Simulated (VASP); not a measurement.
Write the native input for VASP 6.6.1 that does the following.

```yaml
Task: single point
Functional: PBEsol
Potentials_or_basis: VASP PAW PBE potentials, release 64 (Mo_sv, S)
Cutoff: 520 eV
k_mesh: 12 × 12 × 2
Occupations: methfessel-paxton, width 0.142 eV
Spin: no spin polarisation
Dipole_correction: no
Further_INCAR_settings: ALGO = Normal; EDIFF = 1e-06; NBANDS = 35
```

The structure of MoS2 lies in POSCAR:

```
MoS2
1.0
    3.2987000000      0.0000000000      0.0000000000
   -1.6493500000      2.8567579994      0.0000000000
    0.0000000000      0.0000000000     13.0731000000
Mo S
2 4
Direct
    0.3333333333      0.6666666667      0.2500000000
    0.6666666667      0.3333333333      0.7500000000
    0.3333333333      0.6666666667      0.6259932117
    0.6666666667      0.3333333333      0.1259932117
    0.3333333333      0.6666666667      0.8740067883
    0.6666666667      0.3333333333      0.3740067883
```

These files were run (other wordings do the same):

INCAR

```
SYSTEM = MoS2
PREC = Accurate
ENCUT = 520
EDIFF = 1E-6
ISMEAR = 1
SIGMA = 0.142
LREAL = .False.
LASPH = .True.
NELM = 60
ALGO = Normal
ISIF = 2
LWAVE = .False.
LCHARG = .False.
GGA = PS
NBANDS = 35
```

KPOINTS

```
Automatic mesh
0
Gamma
  12 12 2
  0 0 0
```

Potentials or basis: VASP PAW PBE potentials, release 64 (Mo_sv, S).

Launch:

```console
$ cat potpaw_PBE.64/Mo_sv/POTCAR potpaw_PBE.64/S/POTCAR > POTCAR
$ mpirun -np 1 vasp_std > vasp.out
```

Results of the run:

- Pressure: -15.4 GPa
- Largest force: 1.782 eV/Å
- Band gap on the k mesh: 1.00 eV (least direct gap 1.41 eV)

Caveat: the cell stands under tension; the PAW data sets were made with another functional, which shifts forces and pressure a little; this functional lacks dispersion, which binds layers or chains, so the pressure and a relaxed spacing across them are unreliable.

Run time: 5.5 min on 1 thread of Intel Xeon 8259CL, on a shared host, peak memory 0.33 GiB.
